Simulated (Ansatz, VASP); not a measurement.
**Two plane-wave programs on Co**

INCAR

```
PREC     = Accurate       # precision mode
ENCUT    = 600            # plane-wave cutoff, eV
EDIFF    = 1E-6           # SCF threshold, eV
ISMEAR   = -1             # smearing method
SIGMA    = 0.05           # smearing width, eV
LREAL    = F              # projectors in reciprocal space
LASPH    = T              # aspherical terms in the spheres
NELM     = 150            # most SCF steps
ALGO     = Normal         # electronic algorithm
ISIF     = 3              # what is computed and relaxed
LWAVE    = F              # write WAVECAR
LCHARG   = F              # write CHGCAR
ISPIN    = 2              # spin polarisation
MAGMOM   = 1.7            # initial moments
LORBIT   = 11             # projections on sites
LMAXMIX  = 4              # l up to which the mixer works
GGA      = RE             # functional
IBRION   = 2              # ionic algorithm
NSW      = 80             # ionic steps
EDIFFG   = -0.01          # ionic threshold
```

Contents of KPOINTS:

```
Automatic mesh
0
Gamma
  15 15 15
```

POSCAR

```
Co
1.0
    0.0000000000      1.7691019796      1.7691019796
    1.7691019796      0.0000000000      1.7691019796
    1.7691019796      1.7691019796      0.0000000000
Co
1
Direct
    0.0000000000      0.0000000000      0.0000000000
```

Input for Ansatz:

```yaml
crystal:
  lattice:
    - [0.0, 1.7691019796, 1.7691019796]
    - [1.7691019796, 0.0, 1.7691019796]
    - [1.7691019796, 1.7691019796, 0.0]
  atoms:
    - { symbol: Co, position: [0.0, 0.0, 0.0], spin: 1.7 }
hamiltonian:
  xc: revpbe
  pseudopotentials:
    kind: paw
    azcp:
      Co: "pseudopotentials/Co.paw.azcp"
basis:
  ecutwfc: 420
  fft_grid_basis: typed
kpoints:
  mp_grid: { grid: [15, 15, 15], shift: [0, 0, 0] }
magnetization:
  spin_polarized: true
scf:
  occupations: { method: fermi_dirac, width: 0.05 }
relax:
  max_steps: 60
  f_tol: 0.01
  cell: {}
```

Alike in both runs: task relaxation of cell and atoms; functional revPBE; k mesh 15 × 15 × 15; occupations fermi-dirac, width 0.05 eV; collinear spin.

|  | VASP | Ansatz |
| --- | --- | --- |
| version | VASP 6.6.1 | Ansatz 0.2.0 |
| potentials or method | VASP PAW PBE potentials, release 64 (Co), cutoff 600 eV | plane waves (420 eV) with PAW, scalar-relativistic |
| valence electrons in the cell | 9 | 17 |

|  | VASP | Ansatz | Ansatz less VASP |
| --- | --- | --- | --- |
| net moment per atom (μB) | 1.66 | 1.68 | +0.012 |
| size of the moment on the site where the two differ most (μB) | 1.69 | 1.75 | +0.063 |
| relaxed volume (Å³/atom) | 11.10 | 11.14 | +0.034 |
| relaxed cell length with the largest relative difference (Å) | 2.504 | 2.507 | +0.0025 |

VASP's potentials were made for PBE, not for revPBE. Site moments also hang on the region over which each program counts them. VASP's potentials hold 9 valence electrons a cell and Ansatz's 17, so a difference there can come from the potentials and not from the codes.
